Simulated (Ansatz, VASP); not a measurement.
# Al16SbN15 in VASP and in Ansatz

```
Al Sb N
1.0
     6.22600    0.00000    0.00000
    -3.11300    5.39187    0.00000
     0.00000    0.00000    9.96200
Al Sb N
16 1 15
Direct
  0.16667 0.33333 0.00000
  0.16667 0.33333 0.50000
  0.16667 0.83333 0.00000
  0.16667 0.83333 0.50000
  0.66667 0.33333 0.00000
  0.66667 0.33333 0.50000
  0.66667 0.83333 0.00000
  0.66667 0.83333 0.50000
  0.33333 0.16667 0.25000
  0.33333 0.16667 0.75000
  0.33333 0.66667 0.25000
  0.33333 0.66667 0.75000
  0.83333 0.16667 0.25000
  0.83333 0.16667 0.75000
  0.83333 0.66667 0.25000
  0.83333 0.66667 0.75000
  0.16667 0.33333 0.19000
  0.16667 0.33333 0.69000
  0.16667 0.83333 0.19000
  0.16667 0.83333 0.69000
  0.66667 0.33333 0.19000
  0.66667 0.33333 0.69000
  0.66667 0.83333 0.19000
  0.66667 0.83333 0.69000
  0.33333 0.16667 0.44000
  0.33333 0.16667 0.94000
  0.33333 0.66667 0.44000
  0.33333 0.66667 0.94000
  0.83333 0.16667 0.44000
  0.83333 0.16667 0.94000
  0.83333 0.66667 0.44000
  0.83333 0.66667 0.94000
```

Alike in both runs: task electric field gradients; functional PBE; k mesh 4 × 4 × 2; occupations fermi-dirac, width 0.01 eV; no spin polarisation.

```csv
,VASP,Ansatz
version,VASP 6.6.1,Ansatz 0.2.0
potentials or method,"VASP PAW PBE potentials, release 64 (Al, Sb, N)","plane-wave PAW, scalar-relativistic"
plane-wave cutoff (eV),520,420
valence electrons in the cell,128,138
```

```csv
,VASP,Ansatz,Ansatz less VASP
gap on the k mesh at the Fermi level (eV),3.75,3.80,+0.049
rms of the force components (eV/Å),3.817,3.922,+0.1055
size of Vzz on the site where it differs most (V/Å²),50.0,43.0,-7.02
```

Atom by atom the forces differ by 0.106 eV/Å (rms over components). The functional is the same, so the differences come from potentials, cutoffs and numerics. VASP's potentials hold 128 valence electrons a cell and Ansatz's 138, so a difference there can come from the potentials and not from the codes.

Spin-orbit coupling is off throughout.
